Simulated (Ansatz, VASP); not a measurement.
# AgI: VASP beside Ansatz

INCAR

```
PREC = Accurate
ENCUT = 500
EDIFF = 1E-7
ISMEAR = 0
SIGMA = 0.02
LREAL = False
LASPH = True
NELM = 120
ALGO = Normal
ISIF = 3
LWAVE = False
LCHARG = False
GGA = PE
IVDW = 12
IBRION = 2
NSW = 70
EDIFFG = -0.005
GGA_COMPAT = False
NELMIN = 4
```

KPOINTS

```
Automatic mesh
0
Gamma
  9 9 4
```

The input POSCAR:

```
AgI
1.0
    4.6855431303      0.0000000000      0.0000000000
   -2.3427715651      4.0577993814      0.0000000000
    0.0000000000      0.0000000000      7.6643050809
Ag I
2 2
Direct
    0.6666666667      0.3333333333      0.6276457011
    0.3333333333      0.6666666667      0.1276457011
    0.6666666667      0.3333333333      0.0023542989
    0.3333333333      0.6666666667      0.5023542989
```

Input for Ansatz:

```yaml
crystal:
  lattice:
    - [4.6855431303, 0.0, 0.0]
    - [-2.3427715651, 4.0577993814, 0.0]
    - [0.0, 0.0, 7.6643050809]
  atoms:
    - { symbol: Ag, position: [0.6666666667, 0.3333333333, 0.6276457011] }
    - { symbol: Ag, position: [0.3333333333, 0.6666666667, 0.1276457011] }
    - { symbol: I, position: [0.6666666667, 0.3333333333, 0.0023542989] }
    - { symbol: I, position: [0.3333333333, 0.6666666667, 0.5023542989] }
basis:
  ecutwfc: 420
kpoints:
  mp_grid: { grid: [9, 9, 4] }
hamiltonian:
  xc: pbe
  dispersion: d3bj
scf:
  occupations: { method: gaussian, width: 0.02 }
output:
  forces: true
  stress: true
  eigenvalues: true
relax:
  adjacent_minimum: "off"
  f_tol: 0.005
  max_steps: 50
  cell: { stress_tol: 0.05 }
```

Alike in both runs: task relaxation of cell and atoms; functional PBE; dispersion D3(BJ); k mesh 9 × 9 × 4; occupations gaussian, width 0.02 eV; no spin polarisation.

```csv
,VASP,Ansatz
version,VASP 6.6.1,Ansatz 0.2.0
potentials or method,"VASP PAW PBE potentials, release 64 (Ag, I), cutoff 500 eV","scalar-relativistic, plane waves, PAW"
valence electrons in the cell,36,72
```

|  | VASP | Ansatz | Ansatz less VASP |
| --- | --- | --- | --- |
| gap on the k mesh at the Fermi level, each at its own relaxed structure (eV) | 1.37 | 1.37 | -0.003 |
| relaxed volume (Å³/atom) | 34.29 | 34.37 | +0.083 |
| relaxed cell length with the largest relative difference (Å) | 4.590 | 4.594 | +0.0039 |

VASP's potentials hold 36 valence electrons a cell and Ansatz's 72, so a difference there can come from the potentials and not from the codes.

Spin-orbit coupling is off throughout.
